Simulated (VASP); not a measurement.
# PbS in VASP: a series of runs

PbS is run at these levels: RPBE+D4, PBE+D3(BJ); tasks: relaxation of shape and atoms at fixed volume.

Everything below comes from runs of VASP 6.6.1. Logs are shortened: lines on timing, memory, paths and dates and some standing lists are left out, and cuts for length are marked.

### Step 1. The cell of the first run

The cell holds a slab with vacuum, 4 atoms: a = 4.245 Å, b = 4.245 Å, c = 11.136 Å, α = 94.01°, β = 94.01°, γ = 90.05°.

### Step 2. Relaxation of shape and atoms at fixed volume, RPBE+D4

Contents of INCAR:

```
SYSTEM = PbS
  PREC = Accurate
  ENCUT = 500
  EDIFF = 1E-7
  ISMEAR = 0
  SIGMA = 0.05
  LREAL = .False.
  LASPH = .True.
  NELM = 120
  ALGO = Normal
  ISIF = 4
  LWAVE = .False.
  LCHARG = .False.
  GGA = RP
  IVDW = 13
  IBRION = 2
  NSW = 60
  EDIFFG = -0.02
  GGA_COMPAT = .False.
  NELMIN = 4
```

Contents of KPOINTS:

```
Automatic mesh
0
Gamma
  6 6 2
  0 0 0
```

Contents of POSCAR:

```
PbS
1.0
    3.0004296277     -3.0030388092     -0.0001082477
    3.0004296277      3.0030388092     -0.0001082477
   -1.1024932912      0.0000000000     11.0817150259
Pb S
2 2
Direct
    0.7734223049      0.7734223049      0.6268818447
    0.2265776951      0.2265776951      0.3731181553
    0.2712715886      0.2712715886      0.6159401198
    0.7287284114      0.7287284114      0.3840598802
```

Potentials or basis: VASP PAW PBE potentials, release 64 (Pb_d, S).

Launch:

```console
> cat potpaw_PBE.64/Pb_d/POTCAR potpaw_PBE.64/S/POTCAR > POTCAR
> mpirun -np 1 vasp_std > vasp.out
```

OUTCAR:

```text
SYSTEM = PbS
   PREC = Accurate
   ENCUT = 500
   EDIFF = 1E-7
   ISMEAR = 0
   LREAL = .False.
   LASPH = .True.
   NELM = 120
   ISIF = 4
   GGA = RP
   IVDW = 13
   IBRION = 2
   NSW = 60
   EDIFFG = -0.02
   NELMIN = 4

 ion  position               nearest neighbor table
   1  0.773  0.773  0.627-   4 2.69   3 3.00   3 3.00   3 3.01   3 3.01   2 4.11   2 4.11   2 4.11
                             2 4.11
   2  0.227  0.227  0.373-   3 2.69   4 3.00   4 3.00   4 3.01   4 3.01   1 4.11   1 4.11   1 4.11
                             1 4.11
   3  0.271  0.271  0.616-   2 2.69   1 3.00   1 3.00   1 3.01   1 3.01
   4  0.729  0.729  0.384-   1 2.69   2 3.00   2 3.00   2 3.01   2 3.01

  LATTYP: Found a base centered monoclinic cell.
 ALAT       =     6.0008592593
 B/A-ratio  =     1.0008696020
 C/A-ratio  =     1.8558045968
 COS(beta)  =    -0.0990347771

  Lattice vectors:

 A1 = (   3.0004296277,  -3.0030388092,  -0.0001082477)
 A2 = (   3.0004296277,   3.0030388092,  -0.0001082477)
 A3 = (  -1.1024932912,   0.0000000000,  11.0817150259)

Analysis of symmetry for initial positions (statically):
=====================================================================
 Subroutine PRICEL returns:
 Original cell was already a primitive cell.

 Routine SETGRP: Setting up the symmetry group for a
 base centered monoclinic supercell.

 Subroutine GETGRP returns: Found  4 space group operations
 (whereof  4 operations were pure point group operations)
 out of a pool of  4 trial point group operations.

The static configuration has the point symmetry C_2h.

Analysis of symmetry for dynamics (positions and initial velocities):
=====================================================================
 Subroutine PRICEL returns:
 Original cell was already a primitive cell.

 Routine SETGRP: Setting up the symmetry group for a
 base centered monoclinic supercell.

 Subroutine GETGRP returns: Found  4 space group operations
 (whereof  4 operations were pure point group operations)
 out of a pool of  4 trial point group operations.

The dynamic configuration has the point symmetry C_2h.

 Subroutine INISYM returns: Found  4 space group operations
 (whereof  4 operations are pure point group operations),
 and found     1 'primitive' translations

----------------------------------------------------------------------------------------

                                     Primitive cell

  volume of cell :     199.7008

[... 86 lines left out ...]
   ISPIN  =      1    spin polarized calculation?
   LNONCOLLINEAR =      F non collinear calculations
   LSORBIT =      F    spin-orbit coupling
   LASPH  =      T    aspherical Exc in radial PAW
   ENCUT  =  500.0 eV  36.75 Ry    6.06 a.u.   7.74  7.74 20.30*2*pi/ulx,y,z
   NELM   =    120;   NELMIN=  4; NELMDL= -5     # of ELM steps
   EDIFF  = 0.1E-06   stopping-criterion for ELM
   LREAL  =      F    real-space projection
   EDIFFG = -.2E-01   stopping-criterion for IOM
   NSW    =     60    number of steps for IOM
   IBRION =      2    ionic relax: 0-MD 1-quasi-New 2-CG
   NFREE  =      1    steps in history (QN), initial steepest desc. (CG)
   ISIF   =      4    stress and relaxation
   ISYM   =      2    0-nonsym 1-usesym 2-fastsym
   POTIM  = 0.5000    time-step for ionic-motion
   TEBEG  =    0.0;   TEEND  =   0.0 temperature during run
   PSTRESS=    0.0 pullay stress
   NELECT =      40.0000    total number of electrons
   NUPDOWN=      -1.0000    fix difference up-down
   EMIN   =  10.00;   EMAX   =-10.00  energy-range for DOS
   EFERMI =   0.00;   METHOD = LEGACY
   ISMEAR =     0;   SIGMA  =   0.05  broadening in eV -4-tet -1-fermi 0-gaus
   EFERMI_NEDOS =   21; number of points for ismear=-14 and -15
   IALGO  =     38    algorithm
   IMIX   =      4    mixing-type and parameters
     AMIX     =   0.40;   BMIX     =  1.00
     AMIX_MAG =   1.60;   BMIX_MAG =  1.00
  volume/ion in A,a.u.               =      49.93       336.91
  Fermi-wavevector in a.u.,A,eV,Ry     =   0.957859  1.810091 12.483260  0.917494
  Thomas-Fermi vector in A             =   2.086915
   LORBIT       =      0    0 simple, 1 ext, 2 COOP (PROOUT), +10 PAW based schemes
   GGA     = RP    functional components
   LHFCALC =     F    Hartree Fock is set to
   AEXX    =    0.0000 exact exchange contribution
   IVDW    =    13    specifies the selected vdW correction
   LEPSILON=     F    determine dielectric tensor
   LRPA    =     F    only Hartree local field effects (RPA)
 conjugate gradient relaxation of ions
 non-spin polarized calculation
 Gauss-broadening in eV      SIGMA  =   0.05
  energy-cutoff  :      500.00
  volume of cell :      199.70
 maximum number of plane-waves:      5097
   NGX = 15   NGY = 15   NGZ = 41

--------------------------------------- Ionic step        1  -------------------------------------------

 number of electron      39.9999990 magnetization

 Free energy of the ion-electron system (eV)
  ---------------------------------------------------
  ext. energy  EPLUGINS =         0.00000000
  ---------------------------------------------------
  free energy    TOTEN  =       -16.14593154 eV

  energy without entropy =      -16.14593154  energy(sigma->0) =      -16.14593154

------------------------ aborting loop because EDIFF is reached ----------------------------------------

  DFT-D4 for vdW energy calculation

  Edisp (eV):   -2.15281
[... 111 lines left out ...]
  FREE ENERGIE OF THE ION-ELECTRON SYSTEM (eV)
  ---------------------------------------------------
  free  energy   TOTEN  =       -18.3520397757 eV

  energy  without entropy=      -18.3520397757  energy(sigma->0) =      -18.35203978

[... ionic steps 4 to 12 ...]

--------------------------------------- Ionic step       13  -------------------------------------------

 number of electron      39.9999989 magnetization

------------------------ aborting loop because EDIFF is reached ----------------------------------------
[... 79 lines left out ...]
--------------------------------------- Ionic step       15  -------------------------------------------

 number of electron      39.9999991 magnetization

 Free energy of the ion-electron system (eV)
  ---------------------------------------------------
  ext. energy  EPLUGINS =         0.00000000
  ---------------------------------------------------
  free energy    TOTEN  =       -16.15297761 eV

  energy without entropy =      -16.15297761  energy(sigma->0) =      -16.15297761

 E-fermi :   0.6029     XC(G=0):  -5.9869

 val. band max:        0.3850447595   @ k =   0.3333   0.0000   0.5000
 cond. band min:       2.3883687042   @ k =   0.0000   0.0000   0.5000
 fundamental gap:      2.0033239447
 Fermi energy:         0.6028706725

 k-point     1 :       0.0000    0.0000    0.0000
  band No.  band energies     occupation
      1     -15.7598      2.00000
      2     -15.6987      2.00000
      3     -15.6853      2.00000
      4     -15.6599      2.00000
      5     -15.6575      2.00000
      6     -15.6461      2.00000
[... 637 lines left out ...]
     23       5.1639      0.00000
     24       5.1798      0.00000

 [... further k-points ...]

------------------------ aborting loop because EDIFF is reached ----------------------------------------

  DFT-D4 for vdW energy calculation

  Edisp (eV):   -2.21182
[... 27 lines left out ...]
  FREE ENERGIE OF THE ION-ELECTRON SYSTEM (eV)
  ---------------------------------------------------
  free  energy   TOTEN  =       -18.3647967072 eV

  energy  without entropy=      -18.3647967072  energy(sigma->0) =      -18.36479671

 reached required accuracy - stopping structural energy minimisation
```

OSZICAR:

```text
N       E                     dE             d eps       ncg     rms          rms(c)
DAV:   1     0.404128684439E+03    0.40413E+03   -0.17759E+04  1264   0.147E+03
DAV:   2     0.324408680210E+02   -0.37169E+03   -0.36729E+03  1384   0.392E+02
DAV:   3    -0.153876128245E+02   -0.47828E+02   -0.46593E+02  1672   0.161E+02
[... 186 lines left out ...]
DAV:   7    -0.161529734109E+02   -0.38001E-05   -0.27027E-06  1232   0.100E-02    0.317E-03
DAV:   8    -0.161529754077E+02   -0.19968E-05   -0.49158E-07  1352   0.368E-03    0.216E-03
DAV:   9    -0.161529772216E+02   -0.18139E-05   -0.68255E-07  1256   0.340E-03    0.136E-03
DAV:  10    -0.161529774954E+02   -0.27375E-06   -0.89599E-08  1248   0.149E-03    0.119E-03
DAV:  11    -0.161529776068E+02   -0.11140E-06   -0.40154E-08  1112   0.110E-03    0.579E-04
DAV:  12    -0.161529776056E+02    0.11755E-08   -0.67526E-09  1152   0.542E-04
  15 F= -.18364797E+02 E0= -.18364797E+02  d E =-.583753E-03
```

Run time: 28 min. Hardware: 1 thread of Oxide Virtual Turin-like, shared host; peak memory 0.31 GiB.

Results:

- Free energy: -18.3648 eV
- Energy gained by relaxing: 16.5 meV/atom
- Ionic steps: 15
- Largest force after relaxing: 0.004 eV/Å
- Band gap on the k mesh: 2.00 eV (least direct gap 2.03 eV)
- Dispersion energy per atom: -0.553 eV

Forces in eV/Å, atoms in the order of the input:
```
Pb   0.000  0.000  0.000
Pb   0.000  0.000  0.000
S    0.000  0.000 -0.004
S    0.000  0.000  0.004
```

The path:
```csv
step,energy change (eV),largest force (eV/Å),pressure (GPa),volume (Å³)
1,0.0000,0.3536,1.88,199.70
2,-0.0491,0.3755,1.23,199.70
3,-0.0533,0.3335,0.67,199.70
4,-0.0534,0.3244,0.54,199.70
5,-0.0629,0.0920,-0.13,199.70
6,-0.0636,0.0348,-0.36,199.70
7,-0.0642,0.0505,-0.18,199.70
8,-0.0642,0.0498,-0.18,199.70
9,-0.0645,0.0405,-0.16,199.70
10,-0.0652,0.0411,-0.07,199.70
11,-0.0653,0.0840,0.09,199.70
12,-0.0655,0.0594,0.00,199.70
13,-0.0658,0.0381,-0.04,199.70
14,-0.0659,0.0252,-0.07,199.70
15,-0.0661,0.0038,-0.12,199.70
```

Final structure:
```
Pb S
1.0
     3.03300   -3.03171   -0.00006
     3.03300    3.03171   -0.00006
    -1.11432    0.00000   10.85902
Pb S
2 2
Cartesian
  3.9928 0.0000 6.8747
  0.9589 0.0000 3.9842
  0.9594 0.0000 6.6616
  3.9923 0.0000 4.1973
```

Caveat: there is no dipole correction, which matters where the two faces differ; the relaxation moved the vacuum too, so the length across it says nothing of the material; the PAW data sets were made with another functional, which shifts forces and pressure a little; spin-orbit coupling is left out, which moves the levels of the heavy elements.

### Step 3. Relaxation of shape and atoms at fixed volume, PBE+D3(BJ)

Contents of INCAR:

```
ALGO = Normal
EDIFF = 1E-7
EDIFFG = -0.02
ENCUT = 500
GGA = PE
GGA_COMPAT = False
IBRION = 2
ISIF = 4
ISMEAR = 0
IVDW = 12
LASPH = True
LCHARG = False
LREAL = False
LWAVE = False
NELM = 120
NELMIN = 4
NSW = 60
PREC = Accurate
SIGMA = 0.05
```

Contents of KPOINTS:

```
k-points
0
Gamma
  6 6 2
```

POSCAR is that of step 2.

Potentials or basis: VASP PAW PBE potentials, release 64 (Pb_d, S).

Launch:

```console
> cat potpaw_PBE.64/Pb_d/POTCAR potpaw_PBE.64/S/POTCAR > POTCAR
> mpirun -np 1 vasp_std > vasp.out
```

Run time: 13 min. Hardware: 1 thread of Oxide Virtual Turin-like, shared host; peak memory 0.32 GiB.

It converged, with:

* Free energy: -18.2297 eV
* Energy gained by relaxing: 1.5 meV/atom
* Ionic steps: 9
* Largest force after relaxing: 0.016 eV/Å
* Band gap on the k mesh: 2.02 eV (least direct gap 2.09 eV)
* Dispersion energy per atom: -0.232 eV

Forces on the atoms (eV/Å):
```
Pb   0.000  0.000  0.016
Pb   0.000  0.000 -0.016
S    0.000  0.000 -0.010
S    0.000  0.000  0.010
```

Step by step:
| step | energy change (eV) | largest force (eV/Å) | pressure (GPa) | volume (Å³) |
| --- | --- | --- | --- | --- |
| 1 | 0.0000 | 0.0575 | -0.55 | 199.70 |
| 2 | -0.0015 | 0.0698 | -0.52 | 199.70 |
| 3 | -0.0034 | 0.1038 | -0.38 | 199.70 |
| 4 | -0.0043 | 0.0862 | -0.32 | 199.70 |
| 5 | -0.0057 | 0.0387 | -0.15 | 199.70 |
| 6 | -0.0058 | 0.0227 | -0.09 | 199.70 |
| 7 | -0.0059 | 0.0207 | -0.10 | 199.70 |
| 8 | -0.0060 | 0.0244 | -0.13 | 199.70 |
| 9 | -0.0061 | 0.0159 | -0.15 | 199.70 |

Final structure:
```xyz
4
Lattice="2.9787 -2.9798 -0.0001 2.9787 2.9798 -0.0001 -1.0944 0.0000 11.2494" Properties=species:S:1:pos:R:3 pbc="T T T"
Pb    3.9212    0.0000    7.0367
Pb    0.9418    0.0000    4.2125
S     0.9421    0.0000    6.8967
S     3.9209    0.0000    4.3525
```

Levels at points of the mesh, in eV from the valence-band top:
| k point | band 17 | band 18 | band 19 | band 20 | band 21 | band 22 | band 23 | band 24 |
| --- | --- | --- | --- | --- | --- | --- | --- | --- |
| (0.00, 0.00, 0.00) | -2.39 | -1.31 | -1.31 | -0.16 | 2.22 | 3.75 | 5.04 | 5.51 |
| (0.50, 0.00, 0.00) | -0.94 | -0.94 | -0.01 | -0.01 | 2.08 | 2.09 | 3.14 | 3.14 |
| (0.50, 0.50, 0.00) | -2.68 | -2.68 | -1.32 | -1.32 | 4.24 | 4.25 | 5.34 | 5.35 |
| (0.00, 0.00, 0.50) | -2.39 | -1.31 | -1.31 | -0.16 | 2.02 | 4.72 | 5.04 | 5.10 |
| (0.50, 0.00, 0.50) | -0.94 | -0.94 | -0.01 | -0.01 | 2.08 | 2.08 | 3.14 | 3.14 |
| (0.50, 0.50, 0.50) | -2.68 | -2.68 | -1.32 | -1.32 | 4.22 | 4.23 | 5.31 | 5.32 |

Caveat: there is no dipole correction, which matters where the two faces differ; the relaxation moved the vacuum too, so the length across it says nothing of the material; spin-orbit coupling is left out, which moves the levels of the heavy elements.
